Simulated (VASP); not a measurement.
# MgReP3 (C2/m) in VASP: single point with PBE

Aim: the single point of MgReP3 with PBE.

Everything below comes from runs of VASP 6.6.1. Logs are shortened: lines on timing, memory, paths and dates and some standing lists are left out, and cuts for length are marked.

### Step 1. The cell of the first run

Symmetry: C2/m, No. 12, monoclinic system. The conventional cell has a = 6.778 Å, b = 7.037 Å, c = 4.575 Å, α = 90.00°, β = 132.30°, γ = 90.00°. Mg (site symmetry 2/m) has 6 P at 2.29 to 2.77 Å within 3.0 Å. Within 3.3 Å of Re (site symmetry 2/m) lie 6 P at 2.51 to 2.58 Å. Within 3.1 Å of P (site symmetry 2) lie 2 P at 2.33 to 2.37 Å and 2 Re at 2.58 Å and 2 Mg at 2.77 Å. Within 3.0 Å of P (site symmetry 2/m) lie 2 Mg at 2.29 Å and 2 P at 2.33 Å and 2 Re at 2.51 Å.

### Step 2. Single point, PBE

File INCAR:

```
SYSTEM = MgReP3
ALGO = Normal
EDIFF = 1E-6
ENCUT = 520
GGA = PE
ISIF = 2
ISMEAR = 0
LASPH = .TRUE.
LCHARG = .FALSE.
LREAL = .FALSE.
LWAVE = .FALSE.
NBANDS = 20
NELM = 80
PREC = Accurate
SIGMA = 0.2
```

File KPOINTS:

```
k-points
0
G
  4 4 4
  0 0 0
```

File POSCAR:

```
MgReP3
1.0
    3.3083559958     -3.5185342533     -0.7350714631
    3.3083559958      3.5185342533     -0.7350714631
   -2.8770312766      0.0000000000      4.1059146847
Mg Re P
1 1 3
Direct
    0.5000000000      0.5000000000      0.0000000000
    0.0000000000      0.0000000000      0.0000000000
    0.6684432532      0.3315567468      0.5000000000
    0.3315567468      0.6684432532      0.5000000000
    0.0000000000      0.0000000000      0.5000000000
```

Potentials or basis: VASP PAW PBE potentials, release 64 (Mg, Re, P).

On the command line:

```sh
> cat potpaw_PBE.64/Mg/POTCAR potpaw_PBE.64/Re/POTCAR potpaw_PBE.64/P/POTCAR > POTCAR
> mpirun -np 1 vasp_std > vasp.out
```

OUTCAR:

```text
SYSTEM = MgReP3
   EDIFF = 1E-6
   ENCUT = 520
   GGA = PE
   ISIF = 2
   ISMEAR = 0
   LASPH = .TRUE.
   LREAL = .FALSE.
   NELM = 80
   PREC = Accurate

 ion  position               nearest neighbor table
   1  0.500  0.500  0.000-   5 2.29   5 2.29   3 2.77   3 2.77   4 2.77   4 2.77   4 3.27   4 3.27
                             3 3.27   3 3.27   2 3.39   2 3.39   2 3.40   2 3.40   2 3.52   2 3.52
   2  0.000  0.000  0.000-   5 2.51   5 2.51   3 2.58   4 2.58   3 2.58   4 2.58   1 3.39   1 3.39
                             1 3.40   1 3.40   1 3.52   1 3.52
   3  0.668  0.332  0.500-   5 2.33   4 2.37   2 2.58   2 2.58   1 2.77   1 2.77   1 3.27   1 3.27

   4  0.332  0.668  0.500-   5 2.33   3 2.37   2 2.58   2 2.58   1 2.77   1 2.77   1 3.27   1 3.27

   5  0.000  0.000  0.500-   1 2.29   1 2.29   4 2.33   3 2.33   2 2.51   2 2.51

  Warning from LATTYP: Got some problem with cell dimensions!
  Tried to take original basis but could not verify dimensions!
  LATTYP: Found a base centered monoclinic cell.
 ALAT       =     6.7780674092
 B/A-ratio  =     1.0382116438
 C/A-ratio  =     0.6750014630
 COS(beta)  =    -0.6729674917

  Lattice vectors:

 A1 = (  -3.3083559958,   3.5185342533,   0.7350714631)
 A2 = (  -3.3083559958,  -3.5185342533,   0.7350714631)
 A3 = (   3.7396807150,   0.0000000000,   2.6357717585)

Analysis of symmetry for initial positions (statically):
=====================================================================
 Subroutine PRICEL returns:
 Original cell was already a primitive cell.

 Routine SETGRP: Setting up the symmetry group for a
 base centered monoclinic supercell.

 Subroutine GETGRP returns: Found  4 space group operations
 (whereof  4 operations were pure point group operations)
 out of a pool of  4 trial point group operations.

The static configuration has the point symmetry C_2h.

Analysis of symmetry for dynamics (positions and initial velocities):
=====================================================================
 Subroutine PRICEL returns:
 Original cell was already a primitive cell.

 Routine SETGRP: Setting up the symmetry group for a
 base centered monoclinic supercell.

 Subroutine GETGRP returns: Found  4 space group operations
 (whereof  4 operations were pure point group operations)
 out of a pool of  4 trial point group operations.

The dynamic configuration has the point symmetry C_2h.

 Subroutine INISYM returns: Found  4 space group operations
 (whereof  4 operations are pure point group operations),
 and found     1 'primitive' translations

----------------------------------------------------------------------------------------

                                     Primitive cell

  volume of cell :      80.7082

  direct lattice vectors                    reciprocal lattice vectors
     3.308355996 -3.518534253 -0.735071463     0.179000493 -0.142104628  0.125426380
     3.308355996  3.518534253 -0.735071463     0.179000493  0.142104628  0.125426380
    -2.877031277  0.000000000  4.105914685     0.064092006  0.000000000  0.288460622

  length of vectors
     4.885246436  4.885246436  5.013566033     0.260704197  0.260704197  0.295495035

  position of ions in fractional coordinates (direct lattice)
     0.500000000  0.500000000  0.000000000
     0.000000000  0.000000000  0.000000000
     0.668443253  0.331556747  0.500000000
     0.331556747  0.668443253  0.500000000
     0.000000000  0.000000000  0.500000000

  ion indices of the primitive-cell ions
   primitive index   ion index
                 1           1
                 2           2
                 3           3
                 4           4
                 5           5

----------------------------------------------------------------------------------------

 KPOINTS: k-points

Automatic generation of k-mesh.
 Grid dimensions read from file:
 generate k-points for:    4    4    4

 Generating k-lattice:

  Cartesian coordinates                     Fractional coordinates (reciprocal lattice)
     0.044750123 -0.035526157  0.031356595     0.250000000 -0.000000000  0.000000000
     0.044750123  0.035526157  0.031356595    -0.000000000  0.250000000  0.000000000
     0.016023001  0.000000000  0.072115156     0.000000000  0.000000000  0.250000000

  Length of vectors
     0.065176049  0.065176049  0.073873759

  Shift w.r.t. Gamma in fractional coordinates (k-lattice)
     0.000000000  0.000000000  0.000000000

 Subroutine IBZKPT returns following result:
 ===========================================

 Found     24 irreducible k-points:

 Following reciprocal coordinates:
            Coordinates               Weight
  0.000000  0.000000  0.000000      1.000000
  0.250000  0.000000  0.000000      4.000000
  0.500000  0.000000  0.000000      2.000000
  0.250000  0.250000  0.000000      2.000000
  0.500000  0.250000  0.000000      4.000000
 -0.250000  0.250000  0.000000      2.000000
[... 16 lines left out ...]
 -0.250000  0.250000  0.500000      2.000000
  0.500000  0.500000  0.500000      1.000000
   k-points           NKPTS =     24   k-points in BZ     NKDIM =     24   number of bands    NBANDS=     20
   number of dos      NEDOS =    301   number of ions     NIONS =      5
   total plane-waves  NPLWV =  51840
   dimension x,y,z NGX =    36 NGY =   36 NGZ =   40
   dimension x,y,z NGXF=    72 NGYF=   72 NGZF=   80
   ions per type =               1   1   3
   NGX,Y,Z   is equivalent  to a cutoff of  12.25, 12.25, 13.26 a.u.
   NGXF,Y,Z  is equivalent  to a cutoff of  24.50, 24.50, 26.53 a.u.
 SYSTEM =  MgReP3
   PREC   = accura    normal or accurate (medium, high low for compatibility)
   ISTART =      0    job   : 0-new  1-cont  2-samecut
   ICHARG =      2    charge: 1-file 2-atom 10-const
   ISPIN  =      1    spin polarized calculation?
   LNONCOLLINEAR =      F non collinear calculations
   LSORBIT =      F    spin-orbit coupling
   LASPH  =      T    aspherical Exc in radial PAW
   ENCUT  =  520.0 eV  38.22 Ry    6.18 a.u.   9.08  9.08  9.32*2*pi/ulx,y,z
   NELM   =     80;   NELMIN=  2; NELMDL= -5     # of ELM steps
   EDIFF  = 0.1E-05   stopping-criterion for ELM
   LREAL  =      F    real-space projection
   EDIFFG = 0.1E-04   stopping-criterion for IOM
   NSW    =      0    number of steps for IOM
   IBRION =     -1    ionic relax: 0-MD 1-quasi-New 2-CG
   NFREE  =      0    steps in history (QN), initial steepest desc. (CG)
   ISIF   =      2    stress and relaxation
   ISYM   =      2    0-nonsym 1-usesym 2-fastsym
   POTIM  = 0.5000    time-step for ionic-motion
   TEBEG  =    0.0;   TEEND  =   0.0 temperature during run
   PSTRESS=    0.0 pullay stress
   NELECT =      24.0000    total number of electrons
   NUPDOWN=      -1.0000    fix difference up-down
   EMIN   =  10.00;   EMAX   =-10.00  energy-range for DOS
   EFERMI =   0.00;   METHOD = LEGACY
   ISMEAR =     0;   SIGMA  =   0.20  broadening in eV -4-tet -1-fermi 0-gaus
   EFERMI_NEDOS =   21; number of points for ismear=-14 and -15
   IALGO  =     38    algorithm
   IMIX   =      4    mixing-type and parameters
     AMIX     =   0.40;   BMIX     =  1.00
     AMIX_MAG =   1.60;   BMIX_MAG =  1.00
  volume/ion in A,a.u.               =      16.14       108.93
  Fermi-wavevector in a.u.,A,eV,Ry     =   1.092713  2.064928 16.245650  1.194022
  Thomas-Fermi vector in A             =   2.228984
   LORBIT       =      0    0 simple, 1 ext, 2 COOP (PROOUT), +10 PAW based schemes
   GGA     = PE    functional components
   LHFCALC =     F    Hartree Fock is set to
   AEXX    =    0.0000 exact exchange contribution
   IVDW    =     0    specifies the selected vdW correction
   LEPSILON=     F    determine dielectric tensor
   LRPA    =     F    only Hartree local field effects (RPA)
 non-spin polarized calculation
 Gauss-broadening in eV      SIGMA  =   0.20
  energy-cutoff  :      520.00
  volume of cell :       80.71
 maximum number of plane-waves:      2204
   NGX = 19   NGY = 19   NGZ = 19

 number of electron      23.9999999 magnetization

 Free energy of the ion-electron system (eV)
  ---------------------------------------------------
  ext. energy  EPLUGINS =         0.00000000
  ---------------------------------------------------
  free energy    TOTEN  =       -28.77394875 eV

  energy without entropy =      -28.71978775  energy(sigma->0) =      -28.74686825

 E-fermi :   7.1227     XC(G=0): -10.9967

 val. band max:        7.1135472322   @ k =  -0.2500   0.2500   0.0000
 cond. band min:       7.2354606158   @ k =   0.5000   0.5000   0.0000
 fundamental gap:      0.1219133836
 Fermi energy:         7.1227165037

 k-point     1 :       0.0000    0.0000    0.0000
  band No.  band energies     occupation
      1      -7.1771      2.00000
      2      -3.1754      2.00000
      3      -1.8883      2.00000
      4       2.5564      2.00000
      5       3.0906      2.00000
      6       3.1146      2.00000
[... 12 lines left out ...]
     19      10.3424      0.00000
     20      14.0085      0.00000

 k-point     2 :       0.2500    0.0000    0.0000
  band No.  band energies     occupation
      1      -6.6638      2.00000
      2      -3.9916      2.00000
      3      -1.3204      2.00000
      4       1.6170      2.00000
      5       2.4558      2.00000
      6       2.5101      2.00000
[... 12 lines left out ...]
     19      13.3516      0.00000
     20      13.8992      0.00000

 k-point     3 :       0.5000    0.0000    0.0000
  band No.  band energies     occupation
      1      -5.5325      2.00000
      2      -5.2144      2.00000
      3      -0.8439      2.00000
      4       0.8226      2.00000
      5       1.5287      2.00000
      6       2.1597      2.00000
[... 12 lines left out ...]
     19      12.0360      0.00000
     20      13.6900      0.00000

 k-point     4 :       0.2500    0.2500    0.0000
  band No.  band energies     occupation
      1      -6.0602      2.00000
      2      -3.6372      2.00000
      3      -3.0900      2.00000
      4       1.1899      2.00000
      5       2.0446      2.00000
      6       3.3179      2.00000
[... 429 lines left out ...]
 k-point    23 :      -0.2500    0.2500    0.5000
  band No.  band energies     occupation
      1      -5.1275      2.00000
      2      -5.0864      2.00000
      3      -0.5160      2.00000
      4       0.1337      2.00000
      5       0.1408      2.00000
      6       0.7405      2.00000
[... 12 lines left out ...]
     19      12.5491      0.00000
     20      12.9327      0.00000

 k-point    24 :       0.5000    0.5000    0.5000
  band No.  band energies     occupation
      1      -5.7632      2.00000
      2      -3.2478      2.00000
      3      -3.0581      2.00000
      4      -0.5511      2.00000
      5       1.4160      2.00000
      6       2.6135      2.00000
[... 12 lines left out ...]
     19      12.9998      0.00000
     20      14.0388      0.00000

------------------------ aborting loop because EDIFF is reached ----------------------------------------

  FORCE on cell =-STRESS in cart. coord.  units (eV):
  Direction    XX          YY          ZZ          XY          YZ          ZX
  --------------------------------------------------------------------------------------
  -------------------------------------------------------------------------------------
  Total        0.2059283     -0.0531074      0.1835513      0.0000000      0.0000000     -0.0896973
  in kB        4.0879840     -1.0542615      3.6437659      0.0000000      0.0000000     -1.7806259
  external PRESSURE =       2.2258294 kB  Pullay stress =       0.0000000 kB

 VOLUME and BASIS-vectors are now :
 -----------------------------------------------------------------------------
  energy-cutoff  :      520.00
  volume of cell :       80.71
      direct lattice vectors                 reciprocal lattice vectors
     3.308355996 -3.518534253 -0.735071463     0.179000493 -0.142104628  0.125426380
     3.308355996  3.518534253 -0.735071463     0.179000493  0.142104628  0.125426380
    -2.877031277  0.000000000  4.105914685     0.064092006  0.000000000  0.288460622

 POSITION                                       TOTAL-FORCE (eV/Angst)
 -----------------------------------------------------------------------------------
      3.30836      0.00000     -0.73507        -0.000000      0.000000     -0.000000
      0.00000      0.00000      0.00000        -0.000000      0.000000     -0.000000
      1.86984     -1.18535      1.31789         0.000000     -0.038997      0.000000
      1.86984      1.18535      1.31789         0.000000      0.038997      0.000000
     -1.43852      0.00000      2.05296        -0.000000      0.000000     -0.000000
 -----------------------------------------------------------------------------------
    total drift:                               -0.000000     -0.000000      0.000000

  FREE ENERGIE OF THE ION-ELECTRON SYSTEM (eV)
  ---------------------------------------------------
  free  energy   TOTEN  =       -28.7739487546 eV

  energy  without entropy=      -28.7197877539  energy(sigma->0) =      -28.74686825
```

Wall time 46 s (1 thread of Intel Xeon Platinum 8259CL at 2.50GHz (Skylake/Cascade Lake), shared host); peak memory 0.23 GiB.

Results:

| Item | Value |
| --- | --- |
| Free energy | -28.7739 eV |
| Pressure | 0.2 GPa |
| Largest force | 0.039 eV/Å |
| Band gap on the k mesh | zero (band 12 reaches 7.55 eV, above the bottom of band 13 at 6.87 eV) |

Forces in eV/Å, atoms in the order of the input:
```
Mg   0.000  0.000  0.000
Re   0.000  0.000  0.000
P    0.000 -0.039  0.000
P    0.000  0.039  0.000
P    0.000  0.000  0.000
```

Levels at points of the mesh, in eV from the Fermi level:
```csv
k point,band 8,band 9,band 10,band 11,band 12,band 13,band 14,band 15,band 16,band 17
"(0.00, 0.00, 0.00)",-3.32,-2.94,-2.21,-2.06,-1.79,-0.01,0.44,1.54,2.27,2.75
"(0.50, 0.00, 0.00)",-3.68,-1.62,-1.55,-0.63,-0.31,0.13,0.76,1.07,3.53,4.03
"(0.50, 0.50, 0.00)",-1.79,-1.74,-1.39,-1.13,-0.42,0.11,0.56,0.62,2.08,3.78
"(0.00, 0.00, 0.50)",-3.53,-1.94,-1.36,-0.92,-0.15,0.80,1.05,1.40,3.52,5.53
"(0.50, 0.00, 0.50)",-3.28,-3.09,-1.90,-0.80,0.42,1.31,2.42,3.17,3.63,4.09
"(0.50, 0.50, 0.50)",-3.52,-1.93,-1.36,-0.91,-0.14,0.82,1.05,1.41,3.49,5.54
```

Caveat: the k points lie up to 0.46 Å⁻¹ apart; spin-orbit coupling is left out, which moves the levels of the heavy elements.
